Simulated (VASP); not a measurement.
Input of a VASP 6.6.1 run:

Contents of INCAR:

```
SYSTEM = TiO2
PREC = Accurate ; ENCUT = 520
EDIFF = 1E-6 ; ISMEAR = 0
SIGMA = 0.05 ; LREAL = .FALSE.
LASPH = .TRUE. ; NELM = 100
ALGO = Normal ; ISIF = 2
LWAVE = .FALSE. ; LCHARG = .FALSE.
NBANDS = 33
```

Contents of KPOINTS:

```
regular mesh
0
G
  6 6 10
  0 0 0
```

Contents of POSCAR:

```
TiO2
1.0
    4.2307000000      0.0000000000      0.0000000000
    0.0000000000      4.2307000000      0.0000000000
    0.0000000000      0.0000000000      3.1509000000
Ti O
2 4
Direct
    0.0000000000      0.0000000000      0.0000000000
    0.5000000000      0.5000000000      0.5000000000
    0.3039457556      0.3039457556      0.0000000000
    0.1960542444      0.8039457556      0.5000000000
    0.6960542444      0.6960542444      0.0000000000
    0.8039457556      0.1960542444      0.5000000000
```

Potentials or basis: VASP PAW LDA potentials, release 64 (Ti_sv, O).

Command:

```sh
$ cat potpaw_LDA.64/Ti_sv/POTCAR potpaw_LDA.64/O/POTCAR > POTCAR
$ mpirun -np 1 vasp_std > vasp.out
```

Task: Predict the largest force.

Result: 0.545 eV/Å.

Task: What does it give for the band gap on the k mesh?

Result: 2.08 eV.

Task: Estimate the pressure.

Result: 18.0 GPa.

Stress tensor (GPa, compression positive):
```
30.85  0.00  0.00
 0.00 30.85  0.00
 0.00  0.00 -7.76
```

Caveat: the cell stands under pressure. A k mesh can miss the band edges.
